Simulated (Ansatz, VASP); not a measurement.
Mo2C3 in VASP and in Ansatz

```
CELL_PARAMETERS angstrom
3.61386 0.00000 0.00000
0.00000 3.61386 0.00000
0.00000 0.00000 5.44462
ATOMIC_POSITIONS crystal
Mo 0.50000 0.00000 0.50000
Mo 0.00000 0.50000 0.50000
C 0.00000 0.00000 0.24144
C 0.00000 0.00000 0.75856
C 0.00000 0.00000 0.00000
```

Alike in both runs: task relaxation of cell and atoms; functional PBE; k mesh 10 × 10 × 8; occupations gaussian, width 0.1 eV; no spin polarisation.

```csv
,VASP,Ansatz
version,VASP 6.6.1,Ansatz 0.2.0
potentials or method,"VASP PAW PBE potentials, release 64 (Mo_sv, C), cutoff 600 eV","scalar-relativistic, plane waves, PAW"
valence electrons in the cell,40,40
```

VASP gave:

- gap on the k mesh at the Fermi level, each at its own relaxed structure (eV): none
- relaxed volume (Å³/atom): 14.19
- relaxed length of the cell vector where the two differ most in proportion (Å): 3.609

Which values does Ansatz return?

gap on the k mesh at the Fermi level, each at its own relaxed structure (eV): none; relaxed volume (Å³/atom): 14.18; relaxed length of the cell vector where the two differ most in proportion (Å): 3.608.

A gap of «none» marks a metal or a gap that the smearing closes.
